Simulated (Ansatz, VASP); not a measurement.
One calculation of TiC, two programs

```xyz
2
Lattice="0.0000 2.1639 2.1639 2.1639 0.0000 2.1639 2.1639 2.1639 0.0000" Properties=species:S:1:pos:R:3 pbc="T T T"
Ti    0.0000    0.0000    0.0000
C     2.1639    2.1639    2.1639
```

Alike in both runs: functional r2SCAN; k mesh 16 × 16 × 16; occupations gaussian, width 0.1 eV; no spin polarisation.

Ansatz relaxed the structure, and its values are those at the end. VASP's run is a single point on that final structure, the one shown.

|  | VASP | Ansatz |
| --- | --- | --- |
| version | VASP 6.6.1 | Ansatz 0.2.0 |
| potentials or method | VASP PAW PBE potentials, release 64 (Ti_sv, C_h), cutoff 1430 eV | scalar-relativistic, plane waves, PAW |
| valence electrons in the cell | 16 | 16 |

```tsv
	VASP	Ansatz	Ansatz less VASP
gap on the k mesh at the Fermi level (eV)	none	none	-
pressure (GPa)	0.9	0.0	-0.90
```

VASP's potentials were made for PBE, not for r2SCAN. A gap of «none» marks a metal or a gap that the smearing closes. The functional is the same, so the differences come from potentials, cutoffs and numerics.
